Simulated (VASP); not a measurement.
Set up this calculation in VASP 6.6.1, as the native input.

```
Task                   : single point
Functional             : PBEsol
Potentials or basis    : VASP PAW PBE potentials, release 64 (Ga_d, P)
Cutoff                 : 520 eV
k mesh                 : 6 × 6 × 6
Occupations            : gaussian, width 0.01 eV
Spin                   : no spin polarisation
Dipole correction      : no
Further INCAR settings : ALGO = Normal; EDIFF = 1e-07; NBANDS = 26
```

The structure of GaP lies in POSCAR:

```
GaP
1.0
    1.9167548214      1.1066386820      6.3438965079
   -1.9167548214      1.1066386820      6.3438965079
    0.0000000000     -2.2132783505      6.3438965079
Ga P
2 2
Direct
    0.4353720000      0.4353720000      0.4353720000
    0.5646280000      0.5646280000      0.5646280000
    0.0573890000      0.0573890000      0.0573890000
    0.9426110000      0.9426110000      0.9426110000
```

These files were run (other wordings do the same):

INCAR

```
SYSTEM = GaP
PREC = Accurate ; ENCUT = 520
EDIFF = 1E-7 ; ISMEAR = 0
SIGMA = 0.01 ; LREAL = .False.
LASPH = .True. ; NELM = 60
ALGO = Normal ; ISIF = 2
LWAVE = .False. ; LCHARG = .False.
GGA = PS ; NBANDS = 26
```

KPOINTS

```
Automatic mesh
0
Gamma
  6 6 6
  0 0 0
```

Potentials or basis: VASP PAW PBE potentials, release 64 (Ga_d, P).

Launch:

```bash
$ cat potpaw_PBE.64/Ga_d/POTCAR potpaw_PBE.64/P/POTCAR > POTCAR
$ mpirun -np 1 vasp_std > vasp.out
```

Results of the run:

```
Pressure               : 0.1 GPa
Largest force          : 0.204 eV/Å
Band gap on the k mesh : 0.74 eV, indirect (least direct gap 1.08 eV)
```

Caveat: the PAW data sets were made with another functional, which shifts forces and pressure a little.

It took 100 s on 1 thread of Intel(R) Xeon(R) 6975P-C (Granite Rapids) (shared host), peak memory 0.36 GiB.
